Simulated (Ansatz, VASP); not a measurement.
## One calculation of Sc, two programs

```
Sc
1.0
     3.31936    0.00000    0.00000
    -1.65968    2.87465    0.00000
     0.00000    0.00000    5.18426
Sc
2
Direct
  0.33333 0.66667 0.25000
  0.66667 0.33333 0.75000
```

Alike in both runs: task single point; functional PBE; k mesh 4 × 4 × 2; occupations fermi-dirac, width 0.1 eV; no spin polarisation.

|  | VASP | Ansatz |
| --- | --- | --- |
| version | VASP 6.6.1 | Ansatz 0.2.0 |
| potentials or method | VASP PAW PBE potentials, release 64 (Sc_sv), cutoff 520 eV | plane waves (420 eV) with PAW, scalar-relativistic |
| valence electrons in the cell | 22 | 22 |

|  | VASP | Ansatz | Ansatz less VASP |
| --- | --- | --- | --- |
| pressure (GPa) | 0.3 | 0.3 | -0.04 |
| traceless stress, the component that is largest in VASP (GPa) | 1.00 | 0.99 | -0.004 |

The k mesh is coarse, so the values compare programs but aren't converged.
